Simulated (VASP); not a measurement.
Here is a VASP 6.6.1 calculation.

The input POSCAR:

```
KTaO3
1.0
    4.0683886947      0.0000000000      0.0000000000
    0.0000000000      4.0683886947      0.0000000000
    0.0000000000      0.0000000000      4.0683886947
K Ta O
1 1 3
Direct
    0.5000000000      0.5000000000      0.5000000000
    0.0000000000      0.0000000000      0.0000000000
    0.5000000000      0.0000000000      0.0000000000
    0.0000000000      0.5000000000      0.0000000000
    0.0000000000      0.0000000000      0.5000000000
```

INCAR.step1

```
SYSTEM = KTaO3
PREC = Accurate
ENCUT = 520
ISMEAR = 0
SIGMA = 0.01
LREAL = .FALSE.
LASPH = .TRUE.
NELM = 80
NBANDS = 27
GGA = PE
ALGO = Normal
EDIFF = 1E-4
LWAVE = .TRUE.
LCHARG = .FALSE.
```

INCAR.step2

```
SYSTEM = KTaO3
PREC = Accurate
ENCUT = 520
EDIFF = 1E-7
ISMEAR = 0
SIGMA = 0.01
LREAL = .FALSE.
LASPH = .TRUE.
NELM = 80
ALGO = Normal
ISIF = 2
LWAVE = .FALSE.
LCHARG = .TRUE.
METAGGA = R2SCAN
LMIXTAU = .TRUE.
LELF = .TRUE.
LVHAR = .TRUE.
NBANDS = 27
ISTART = 1
```

Contents of KPOINTS:

```
regular mesh
0
G
  6 6 6
  0 0 0
```

Potentials or basis: VASP PAW PBE potentials, release 64 (K_sv, Ta_pv, O).

The run is started by

```bash
$ cat potpaw_PBE.64/K_sv/POTCAR potpaw_PBE.64/Ta_pv/POTCAR potpaw_PBE.64/O/POTCAR > POTCAR
$ cp INCAR.step1 INCAR
$ mpirun -np 1 vasp_std > vasp.out
$ cp INCAR.step2 INCAR
$ mpirun -np 1 vasp_std > vasp.out
```

(1) Predict the band gap on the k mesh.

(2) Predict the pressure.

## Answers

(1) 2.44 eV, indirect (least direct gap 3.11 eV).

(2) -10.0 GPa.

Caveat: the PAW data sets were made with another functional, which shifts forces and pressure a little; spin-orbit coupling is left out, which moves the levels of the heavy elements.
